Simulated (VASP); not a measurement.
Input of a VASP 6.6.1 run:

INCAR

```
PREC = Accurate
ENCUT = 520
EDIFF = 1E-6
ISMEAR = -1
SIGMA = 0.1861
LREAL = Auto
LASPH = T
NELM = 60
ALGO = Normal
ISIF = 2
LWAVE = F
LCHARG = F
GGA = PE
ISYM = 0
NBANDS = 58
```

File KPOINTS:

```
Automatic mesh
0
Gamma
  1 1 1
  0.25 0.25 0.25
```

The input POSCAR:

```
Si5P13
1.0
    7.0479230000      0.0446470000      0.1733930000
    0.0446470000      7.0511420000     -0.0312760000
    0.1733930000     -0.0312760000      7.0375900000
Si P
5 13
Direct
    0.8225448665      0.4358997995      0.6389098655
    0.4401149754      0.5794722700      1.0043187680
    0.0476172978      0.3979950258      0.1788403681
    0.4561466006      0.3136948921      0.8330287064
    0.6538895073      0.6859358803      0.4817271917
    0.8481464546      0.8549776198      0.7752845252
    0.7240267560      0.1329595845      0.6556315831
    0.4671673111      0.0566419175      0.4202526704
    0.5174225261      0.9399358999      0.1336764420
    0.2575418000      0.2942382160      0.5195329153
    0.0958447920      0.7951031165      0.5621294831
    0.2545411946      0.8312792849      0.8813396958
    0.7370896744      0.5144402002      0.2119434980
    0.8045763532      0.7882680605      0.1925741574
    1.1303945653      0.5339684509      0.7101962309
    0.6777735171      0.2148905282      0.0481577831
    0.3044790556      0.5236278845      0.3026168687
   -0.0090302392      0.1093422677      1.0853588471
```

Potentials or basis: VASP PAW PBE potentials, release 64 (Si, P).

The run is started by

```sh
$ cat potpaw_PBE.64/Si/POTCAR potpaw_PBE.64/P/POTCAR > POTCAR
$ mpirun -np 1 vasp_std > vasp.out
```

Task: What does it give for the largest force?

Result: 3.762 eV/Å.

Task: What does it give for the pressure?

Result: 0.4 GPa.

Stress tensor (GPa, compression positive):
```
-2.84  0.01 -0.98
 0.01  5.96  2.84
-0.98  2.84 -1.81
```

Caveat: the k points lie up to 0.89 Å⁻¹ apart.
